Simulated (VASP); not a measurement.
# Sb: single point with PBE

The system is Sb.

```
Sb
1.0
     2.15060    1.24165    3.74400
    -2.15060    1.24165    3.74400
     0.00000   -2.48330    3.74400
Sb
2
Direct
  0.24699 0.24699 0.24699
  0.76636 0.76636 0.76636
```

This cell differs from its parent crystal: atom 1 (Sb) moved by (+0.000, +0.150) A along [1 1 0] and z.

```
Program             : VASP 6.6.1
Task                : single point
Functional          : PBE
Potentials or basis : VASP PAW PBE potentials, release 64 (Sb)
Cutoff              : 520 eV
k mesh              : 12 × 12 × 12
Occupations         : gaussian, width 0.15 eV
Spin                : no spin polarisation
```

```yaml
Pressure: 1.3 GPa
Largest_force: 0.307 eV/Å
Band_gap_on_the_k_mesh: zero (bands 5 and 6 overlap by 0.27 eV)
```

Forces in eV/Å, atoms in the order of the input:
```
Sb   0.000  0.000 -0.307
Sb   0.000  0.000  0.307
```

Stress tensor (GPa, compression positive):
```
1.63 0.00 0.00
0.00 1.63 0.00
0.00 0.00 0.56
```

Levels at points of the mesh, in eV from the Fermi level:
| k point | band 2 | band 3 | band 4 | band 5 | band 6 | band 7 | band 8 | band 9 |
| --- | --- | --- | --- | --- | --- | --- | --- | --- |
| (0.00, 0.00, 0.00) | -4.70 | -2.12 | -1.55 | -1.55 | 2.79 | 2.97 | 2.97 | 4.80 |
| (0.50, 0.00, 0.00) | -9.60 | -1.42 | -1.33 | -0.40 | -0.02 | 0.10 | 0.11 | 7.81 |
| (0.50, 0.50, 0.00) | -7.66 | -5.54 | -3.79 | -3.45 | 1.92 | 5.02 | 5.36 | 7.05 |
| (0.50, 0.50, 0.50) | -9.34 | -0.85 | -0.85 | 0.01 | 0.01 | 0.03 | 0.96 | 7.55 |

Run time: 2 min on 1 thread of AMD EPYC 7R43 64-Core Processor (Zen 3) (shared host), peak memory 0.23 GiB.

Caveat: the cell differs from its parent crystal (atom 1 (Sb) moved by (+0.000, +0.150) A along [1 1 0] and z); spin-orbit coupling is left out, which moves the levels of the heavy elements.
